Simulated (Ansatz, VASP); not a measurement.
**One calculation of AlCu, two programs**

Contents of POSCAR:

```
AlCu
1.0
    2.9975090000      0.0000000000      0.0000000000
    0.0000000000      2.9975090000      0.0000000000
    0.0000000000      0.0000000000      2.9975090000
Al Cu
1 1
Direct
    0.0000000000      0.0000000000      0.0000000000
    0.5000000000      0.5000000000      0.6042532316
```

Contents of INCAR.step1:

```
SYSTEM = AlCu
PREC = Accurate
ENCUT = 520
ISMEAR = 0
SIGMA = 0.15
LREAL = .False.
LASPH = .True.
NELM = 100
NBANDS = 14
GGA = PE
ALGO = Normal
EDIFF = 1E-4
LWAVE = .True.
LCHARG = .False.
```

Contents of INCAR.step2:

```
SYSTEM = AlCu
PREC = Accurate
ENCUT = 520
EDIFF = 1E-7
ISMEAR = 0
SIGMA = 0.15
LREAL = .False.
LASPH = .True.
NELM = 100
ALGO = Normal
ISIF = 2
LWAVE = .False.
LCHARG = .False.
METAGGA = R2SCAN
LMIXTAU = .True.
NBANDS = 14
ISTART = 1
```

Contents of KPOINTS:

```
Automatic mesh
0
Gamma
  16 16 16
  0 0 0
```

Input for Ansatz:

```yaml
crystal:
  lattice:
    - [2.997509, 0.0, 0.0]
    - [0.0, 2.997509, 0.0]
    - [0.0, 0.0, 2.997509]
  atoms:
    - { symbol: Al, position: [0.0, 0.0, 0.0] }
    - { symbol: Cu, position: [0.5, 0.5, 0.6042532316] }
basis:
  ecutwfc: 500
kpoints:
  mp_grid: { grid: [16, 16, 16] }
hamiltonian:
  xc: r2scan
scf:
  occupations: { method: gaussian, width: 0.15 }
output:
  forces: true
  stress: true
  eigenvalues: true
```

Change from the starting cell: all Cu atoms moved +0.312 Å, as atom 2 along Cartesian [0 0 1].

Alike in both runs: task single point; functional r2SCAN; k mesh 16 × 16 × 16; occupations gaussian, width 0.15 eV; no spin polarisation.

|  | VASP | Ansatz |
| --- | --- | --- |
| version | VASP 6.6.1 | Ansatz 0.2.0 |
| potentials or method | VASP PAW PBE potentials, release 64 (Al, Cu), cutoff 520 eV | scalar-relativistic, plane waves, PAW |
| valence electrons in the cell | 14 | 22 |

|  | VASP | Ansatz | Ansatz less VASP |
| --- | --- | --- | --- |
| gap on the k mesh at the Fermi level (eV) | none | none | - |
| pressure (GPa) | -0.5 | -0.5 | +0.04 |
| traceless stress, the component that is largest in VASP (GPa) | -2.22 | -2.21 | +0.007 |
| rms of the force components (eV/Å) | 0.715 | 0.716 | +0.0002 |

VASP's potentials were made for PBE, not for r2SCAN. Atom by atom the forces differ by 0.000 eV/Å (rms over components). A gap of «none» marks a metal or a gap that the smearing closes. With one functional, cell and mesh, what is left measures potentials, basis and numerics. VASP's potentials hold 14 valence electrons a cell and Ansatz's 22, so a difference there can come from the potentials and not from the codes.
